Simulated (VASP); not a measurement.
# C in VASP: a series of runs

Runs on C. Level: PBE. Tasks: single point.

Everything below comes from runs of VASP 6.6.1. Logs are shortened: lines on timing, memory, paths and dates and some standing lists are left out, and cuts for length are marked.

## (1) The cell of the first run

It takes space group R-3m (No. 166, trigonal). The conventional cell has a = 5.735 Å, b = 5.735 Å, c = 14.672 Å, α = 90.00°, β = 90.00°, γ = 120.00°. Within 2.6 Å of C (site symmetry m) lie 6 C at 1.95 to 2.11 Å. C (site symmetry m) has 7 C at 2.08 to 2.35 Å within 2.8 Å.

## (2) Single point, PBE

File INCAR:

```
SYSTEM = C
PREC = Accurate
ENCUT = 520
EDIFF = 1E-6
ISMEAR = 0
SIGMA = 0.1
LREAL = .FALSE.
LASPH = .TRUE.
NELM = 60
ALGO = Normal
ISIF = 2
LWAVE = .FALSE.
LCHARG = .FALSE.
GGA = PE
NBANDS = 36
```

File KPOINTS:

```
regular mesh
0
G
  6 6 6
  0 0 0
```

File POSCAR:

```
C
1.0
    2.8676954686      1.6556647507      4.8905740518
   -2.8676954686      1.6556647507      4.8905740518
    0.0000000000     -3.3113295014      4.8905740518
C
12
Direct
    0.0101900000      0.6536100000      0.0101900000
    0.0101900000      0.0101900000      0.6536100000
    0.6536100000      0.0101900000      0.0101900000
    0.9898100000      0.3463900000      0.9898100000
    0.3463900000      0.9898100000      0.9898100000
    0.9898100000      0.9898100000      0.3463900000
    0.2211800000      0.6306000000      0.2211800000
    0.2211800000      0.2211800000      0.6306000000
    0.6306000000      0.2211800000      0.2211800000
    0.7788200000      0.3694000000      0.7788200000
    0.3694000000      0.7788200000      0.7788200000
    0.7788200000      0.7788200000      0.3694000000
```

Potentials or basis: VASP PAW PBE potentials, release 64 (C).

The run is started by

```sh
$ cat potpaw_PBE.64/C/POTCAR > POTCAR
$ mpirun -np 1 vasp_std > vasp.out
```

OUTCAR:

```text
SYSTEM = C
   PREC = Accurate
   ENCUT = 520
   EDIFF = 1E-6
   ISMEAR = 0
   LREAL = .FALSE.
   LASPH = .TRUE.
   NELM = 60
   ISIF = 2
   GGA = PE

 ion  position               nearest neighbor table
   1  0.010  0.654  0.010-   4 1.95   2 2.05   3 2.05
   2  0.010  0.010  0.654-   6 1.95   3 2.05   1 2.05
   3  0.654  0.010  0.010-   5 1.95   2 2.05   1 2.05
   4  0.990  0.346  0.990-   1 1.95   6 2.05   5 2.05
   5  0.346  0.990  0.990-   3 1.95   6 2.05   4 2.05
   6  0.990  0.990  0.346-   2 1.95   4 2.05   5 2.05
   7  0.221  0.631  0.221-
   8  0.221  0.221  0.631-
   9  0.631  0.221  0.221-
  10  0.779  0.369  0.779-
  11  0.369  0.779  0.779-
  12  0.779  0.779  0.369-

  LATTYP: Found a trigonal (rhomboedric) cell.
 ALAT       =     5.9061508297
 COS(alpha) =     0.5284942553

  Lattice vectors:

 A1 = (   2.8676954686,   1.6556647507,   4.8905740518)
 A2 = (  -2.8676954686,   1.6556647507,   4.8905740518)
 A3 = (   0.0000000000,  -3.3113295014,   4.8905740518)

Analysis of symmetry for initial positions (statically):
=====================================================================
 Subroutine PRICEL returns:
 Original cell was already a primitive cell.

 Routine SETGRP: Setting up the symmetry group for a
 trigonal (rhombohedral) supercell.

 Subroutine GETGRP returns: Found 12 space group operations
 (whereof 12 operations were pure point group operations)
 out of a pool of 12 trial point group operations.

The static configuration has the point symmetry D_3d.

Analysis of symmetry for dynamics (positions and initial velocities):
=====================================================================
 Subroutine PRICEL returns:
 Original cell was already a primitive cell.

 Routine SETGRP: Setting up the symmetry group for a
 trigonal (rhombohedral) supercell.

 Subroutine GETGRP returns: Found 12 space group operations
 (whereof 12 operations were pure point group operations)
 out of a pool of 12 trial point group operations.

The dynamic configuration has the point symmetry D_3d.

 Subroutine INISYM returns: Found 12 space group operations
 (whereof 12 operations are pure point group operations),
 and found     1 'primitive' translations

----------------------------------------------------------------------------------------

                                     Primitive cell

  volume of cell :     139.3210

  direct lattice vectors                    reciprocal lattice vectors
     2.867695469  1.655664751  4.890574052     0.174356031  0.100664501  0.068158325
    -2.867695469  1.655664751  4.890574052    -0.174356031  0.100664501  0.068158325
     0.000000000 -3.311329501  4.890574052     0.000000000 -0.201329003  0.068158325

  length of vectors
     5.906150830  5.906150830  5.906150830     0.212553345  0.212553345  0.212553345

  position of ions in fractional coordinates (direct lattice)
     0.010190000  0.653610000  0.010190000
     0.010190000  0.010190000  0.653610000
     0.653610000  0.010190000  0.010190000
     0.989810000  0.346390000  0.989810000
     0.346390000  0.989810000  0.989810000
     0.989810000  0.989810000  0.346390000
     0.221180000  0.630600000  0.221180000
     0.221180000  0.221180000  0.630600000
     0.630600000  0.221180000  0.221180000
     0.778820000  0.369400000  0.778820000
     0.369400000  0.778820000  0.778820000
     0.778820000  0.778820000  0.369400000

  ion indices of the primitive-cell ions
   primitive index   ion index
                 1           1
                 2           2
                 3           3
                 4           4
                 5           5
                 6           6
                 7           7
                 8           8
                 9           9
                10          10
                11          11
                12          12

----------------------------------------------------------------------------------------

 KPOINTS: regular mesh

Automatic generation of k-mesh.
 Grid dimensions read from file:
 generate k-points for:    6    6    6

 Generating k-lattice:

  Cartesian coordinates                     Fractional coordinates (reciprocal lattice)
     0.029059338  0.016777417  0.011359721     0.166666667 -0.000000000 -0.000000000
    -0.029059338  0.016777417  0.011359721    -0.000000000  0.166666667 -0.000000000
     0.000000000 -0.033554834  0.011359721    -0.000000000 -0.000000000  0.166666667

  Length of vectors
     0.035425558  0.035425558  0.035425558

  Shift w.r.t. Gamma in fractional coordinates (k-lattice)
     0.000000000  0.000000000  0.000000000

 Subroutine IBZKPT returns following result:
 ===========================================

 Found     32 irreducible k-points:

 Following reciprocal coordinates:
            Coordinates               Weight
  0.000000  0.000000  0.000000      1.000000
  0.166667 -0.000000 -0.000000      6.000000
  0.333333 -0.000000  0.000000      6.000000
  0.500000 -0.000000  0.000000      3.000000
  0.166667  0.166667 -0.000000      6.000000
  0.333333  0.166667  0.000000     12.000000
[... 16 lines left out ...]
  0.500000  0.500000  0.166667      6.000000
 -0.333333  0.500000  0.166667     12.000000
 [... further k-points ...]
   k-points           NKPTS =     32   k-points in BZ     NKDIM =     32   number of bands    NBANDS=     36
   number of dos      NEDOS =    301   number of ions     NIONS =     12
   total plane-waves  NPLWV = 110592
   dimension x,y,z NGX =    48 NGY =   48 NGZ =   48
   dimension x,y,z NGXF=    96 NGYF=   96 NGZF=   96
   ions per type =              12
   NGX,Y,Z   is equivalent  to a cutoff of  13.51, 13.51, 13.51 a.u.
   NGXF,Y,Z  is equivalent  to a cutoff of  27.02, 27.02, 27.02 a.u.
 SYSTEM =  C
   PREC   = accura    normal or accurate (medium, high low for compatibility)
   ISTART =      0    job   : 0-new  1-cont  2-samecut
   ICHARG =      2    charge: 1-file 2-atom 10-const
   ISPIN  =      1    spin polarized calculation?
   LNONCOLLINEAR =      F non collinear calculations
   LSORBIT =      F    spin-orbit coupling
   LASPH  =      T    aspherical Exc in radial PAW
   ENCUT  =  520.0 eV  38.22 Ry    6.18 a.u.  10.98 10.98 10.98*2*pi/ulx,y,z
   NELM   =     60;   NELMIN=  2; NELMDL= -5     # of ELM steps
   EDIFF  = 0.1E-05   stopping-criterion for ELM
   LREAL  =      F    real-space projection
   EDIFFG = 0.1E-04   stopping-criterion for IOM
   NSW    =      0    number of steps for IOM
   IBRION =     -1    ionic relax: 0-MD 1-quasi-New 2-CG
   NFREE  =      0    steps in history (QN), initial steepest desc. (CG)
   ISIF   =      2    stress and relaxation
   ISYM   =      2    0-nonsym 1-usesym 2-fastsym
   POTIM  = 0.5000    time-step for ionic-motion
   TEBEG  =    0.0;   TEEND  =   0.0 temperature during run
   PSTRESS=    0.0 pullay stress
   NELECT =      48.0000    total number of electrons
   NUPDOWN=      -1.0000    fix difference up-down
   EMIN   =  10.00;   EMAX   =-10.00  energy-range for DOS
   EFERMI =   0.00;   METHOD = LEGACY
   ISMEAR =     0;   SIGMA  =   0.10  broadening in eV -4-tet -1-fermi 0-gaus
   EFERMI_NEDOS =   21; number of points for ismear=-14 and -15
   IALGO  =     38    algorithm
   IMIX   =      4    mixing-type and parameters
     AMIX     =   0.40;   BMIX     =  1.00
     AMIX_MAG =   1.60;   BMIX_MAG =  1.00
  volume/ion in A,a.u.               =      11.61        78.35
  Fermi-wavevector in a.u.,A,eV,Ry     =   1.147668  2.168779 17.920813  1.317143
  Thomas-Fermi vector in A             =   2.284347
   LORBIT       =      0    0 simple, 1 ext, 2 COOP (PROOUT), +10 PAW based schemes
   GGA     = PE    functional components
   LHFCALC =     F    Hartree Fock is set to
   AEXX    =    0.0000 exact exchange contribution
   IVDW    =     0    specifies the selected vdW correction
   LEPSILON=     F    determine dielectric tensor
   LRPA    =     F    only Hartree local field effects (RPA)
 non-spin polarized calculation
 Gauss-broadening in eV      SIGMA  =   0.10
  energy-cutoff  :      520.00
  volume of cell :      139.32
 maximum number of plane-waves:      3804
 NGX is ok and might be reduce to    48

 number of electron      48.0000000 magnetization

 Free energy of the ion-electron system (eV)
  ---------------------------------------------------
  ext. energy  EPLUGINS =         0.00000000
  ---------------------------------------------------
  free energy    TOTEN  =       -62.23519367 eV

  energy without entropy =      -62.19825464  energy(sigma->0) =      -62.21672415

 E-fermi :   3.0526     XC(G=0):  -9.8738

 val. band max:        3.0488098466   @ k =  -0.1667   0.5000   0.1667
 cond. band min:       3.0570031947   @ k =  -0.1667   0.3333   0.1667
 fundamental gap:      0.0081933482
 Fermi energy:         3.0525545507

 k-point     1 :       0.0000    0.0000    0.0000
  band No.  band energies     occupation
      1     -13.2611      2.00000
      2      -9.8057      2.00000
      3      -9.4226      2.00000
      4      -9.4226      2.00000
      5      -8.3135      2.00000
      6      -7.8070      2.00000
[... 28 lines left out ...]
     35       5.9416      0.00000
     36       5.9485      0.00000

 k-point     2 :       0.1667   -0.0000   -0.0000
  band No.  band energies     occupation
      1     -13.1619      2.00000
      2     -10.0341      2.00000
      3      -9.7631      2.00000
      4      -9.4873      2.00000
      5      -8.0945      2.00000
      6      -7.8033      2.00000
[... 28 lines left out ...]
     35       5.9646      0.00000
     36       6.0150      0.00000

 k-point     3 :       0.3333   -0.0000    0.0000
  band No.  band energies     occupation
      1     -12.9120      2.00000
      2     -10.6694      2.00000
      3     -10.0294      2.00000
      4      -9.5994      2.00000
      5      -7.9077      2.00000
      6      -7.8265      2.00000
[... 28 lines left out ...]
     35       5.8823      0.00000
     36       5.9668      0.00000

 k-point     4 :       0.5000   -0.0000    0.0000
  band No.  band energies     occupation
      1     -12.7389      2.00000
      2     -11.0177      2.00000
      3     -10.1098      2.00000
      4      -9.6489      2.00000
      5      -7.9137      2.00000
      6      -7.8469      2.00000
[... 28 lines left out ...]
     35       5.8729      0.00000
     36       5.9394      0.00000

 k-point     5 :       0.1667    0.1667   -0.0000
  band No.  band energies     occupation
      1     -13.1278      2.00000
      2     -10.1380      2.00000
      3      -9.7378      2.00000
      4      -9.6630      2.00000
      5      -8.1043      2.00000
      6      -7.5461      2.00000
[... 655 lines left out ...]
 k-point    22 :      -0.1667    0.3333    0.1667
  band No.  band energies     occupation
      1     -12.7115      2.00000
      2     -10.6603      2.00000
      3     -10.4751      2.00000
      4     -10.0450      2.00000
      5      -7.7313      2.00000
      6      -7.3832      2.00000
[... 28 lines left out ...]
     35       6.3416      0.00000
     36       6.5111      0.00000

 k-point    23 :       0.5000    0.5000    0.1667
  band No.  band energies     occupation
      1     -12.5666      2.00000
      2     -11.1130      2.00000
      3     -10.4241      2.00000
      4     -10.0552      2.00000
      5      -7.8586      2.00000
      6      -7.2259      2.00000
[... 28 lines left out ...]
     35       6.4060      0.00000
     36       6.4965      0.00000

 k-point    24 :      -0.3333    0.5000    0.1667
  band No.  band energies     occupation
      1     -12.4967      2.00000
      2     -11.0397      2.00000
      3     -10.5386      2.00000
      4     -10.2341      2.00000
      5      -7.7062      2.00000
      6      -7.1193      2.00000
[... 28 lines left out ...]
     35       6.5213      0.00000
     36       6.7695      0.00000

 [... further k-points ...]
[... 5 lines left out ...]
  --------------------------------------------------------------------------------------
  -------------------------------------------------------------------------------------
  Total      -22.7504371    -22.7504371    -22.1489525      0.0000000      0.0000000      0.0000000
  in kB     -261.6277491   -261.6277490   -254.7107369      0.0000000      0.0000000      0.0000000
  external PRESSURE =    -259.3220783 kB  Pullay stress =       0.0000000 kB

 VOLUME and BASIS-vectors are now :
 -----------------------------------------------------------------------------
  energy-cutoff  :      520.00
  volume of cell :      139.32
      direct lattice vectors                 reciprocal lattice vectors
     2.867695469  1.655664751  4.890574052     0.174356031  0.100664501  0.068158325
    -2.867695469  1.655664751  4.890574052    -0.174356031  0.100664501  0.068158325
     0.000000000 -3.311329501  4.890574052     0.000000000 -0.201329003  0.068158325

 POSITION                                       TOTAL-FORCE (eV/Angst)
 -----------------------------------------------------------------------------------
     -1.84513      1.06529      3.29620        -1.120127      0.646706     -0.228610
      0.00000     -2.13058      3.29620         0.000000     -1.293412     -0.228610
      1.84513      1.06529      3.29620         1.120127      0.646706     -0.228610
      1.84513     -1.06529     11.37552         1.120127     -0.646706      0.228610
     -1.84513     -1.06529     11.37552        -1.120127     -0.646706      0.228610
      0.00000      2.13058     11.37552         0.000000      1.293412      0.228610
     -1.17409      0.67786      5.24739        -1.150349      0.664154     -0.490131
      0.00000     -1.35572      5.24739         0.000000     -1.328309     -0.490131
      1.17409      0.67786      5.24739         1.150349      0.664154     -0.490131
      1.17409     -0.67786      9.42433         1.150349     -0.664154      0.490131
     -1.17409     -0.67786      9.42433        -1.150349     -0.664154      0.490131
      0.00000      1.35572      9.42433         0.000000      1.328309      0.490131
 -----------------------------------------------------------------------------------
    total drift:                               -0.000000     -0.000000     -0.000000

  FREE ENERGIE OF THE ION-ELECTRON SYSTEM (eV)
  ---------------------------------------------------
  free  energy   TOTEN  =       -62.2351936724 eV

  energy  without entropy=      -62.1982546373  energy(sigma->0) =      -62.21672415
```

It took 2.2 min on 1 thread of Intel Xeon 6975P-C (Granite Rapids), shared host; peak memory 0.35 GiB.

What came out:

```yaml
Free_energy: -62.2352 eV
Pressure: -25.9 GPa
Largest_force: 1.416 eV/Å
Band_gap_on_the_k_mesh: zero (band 24 reaches 3.37 eV, above the bottom of band 25 at 2.88 eV)
```

Forces on the atoms (eV/Å):
```
C   -1.120  0.647 -0.229
C    0.000 -1.293 -0.229
C    1.120  0.647 -0.229
C    1.120 -0.647  0.229
C   -1.120 -0.647  0.229
C    0.000  1.293  0.229
C   -1.150  0.664 -0.490
C    0.000 -1.328 -0.490
C    1.150  0.664 -0.490
C    1.150 -0.664  0.490
C   -1.150 -0.664  0.490
C    0.000  1.328  0.490
```

Levels at points of the mesh, in eV from the Fermi level:
```
           k point  band 22  band 23  band 24  band 25  band 26  band 27
(0.00, 0.00, 0.00)     0.07     0.07     0.16     0.16     0.45     0.45
(0.50, 0.00, 0.00)    -1.17    -0.24    -0.03     0.06     0.24     0.59
(0.50, 0.50, 0.00)    -1.18    -1.05    -0.89     0.50     0.53     0.66
(0.50, 0.50, 0.50)    -1.45    -1.45    -0.10     0.01     0.01     0.67
```

Caveat: forces of over 1 eV/Å act on the atoms, so gaps and moduli don't describe the material at rest.

## (3) Single point, PBE

This run uses another cell than the first one: it holds 1 atom, not 12.

File INCAR:

```
SYSTEM = C
  ALGO = Normal
  EDIFF = 1E-6
  ENCUT = 520
  GGA = PE
  ISIF = 2
  ISMEAR = 0
  LASPH = .TRUE.
  LCHARG = .FALSE.
  LREAL = .FALSE.
  LWAVE = .FALSE.
  NBANDS = 8
  NELM = 100
  PREC = Accurate
  SIGMA = 0.1
```

File KPOINTS:

```
k-points
0
G
  20 20 42
  0 0 0
```

File POSCAR:

```
C
1.0
    2.2160917266     -3.7983684363      0.0883985804
    2.2160917266      3.7983684363      0.0883985804
   -0.2132425622      0.0000000000      1.2644341630
C
1
Direct
    0.5000000000      0.5000000000      0.5000000000
```

Potentials or basis: VASP PAW PBE potentials, release 64 (C).

The run is started by

```sh
$ cat potpaw_PBE.64/C/POTCAR > POTCAR
$ mpirun -np 1 vasp_std > vasp.out
```

Run time: 7.1 min. Hardware: 1 thread of Intel Xeon Platinum 8375C at 2.90GHz (Ice Lake), shared host; peak memory 0.68 GiB.

It converged, with:

```
Free energy            : -8.2619 eV
Pressure               : -0.1 GPa
Band gap on the k mesh : zero (band 2 reaches 7.70 eV, above the bottom of band 3 at -6.83 eV)
```

Stress tensor (GPa, compression positive):
```
 0.00  0.00  0.05
 0.00  0.01  0.00
 0.05  0.00 -0.26
```

Levels at points of the mesh, in eV from the Fermi level:
```
           k point  band 1  band 2  band 3  band 4  band 5
(0.00, 0.00, 0.00)  -16.29   -5.11   -5.11    3.83    9.88
(0.50, 0.00, 0.00)  -16.24   -5.54   -5.20    6.19    7.02
(0.50, 0.50, 0.00)  -16.24   -5.54   -5.21    6.18    7.04
(0.00, 0.00, 0.50)   -9.04    8.56   11.20   11.22   23.03
(0.50, 0.00, 0.50)   -9.04    8.61   11.15   11.21   22.38
(0.50, 0.50, 0.50)   -9.03    8.63   11.14   11.18   22.27
```
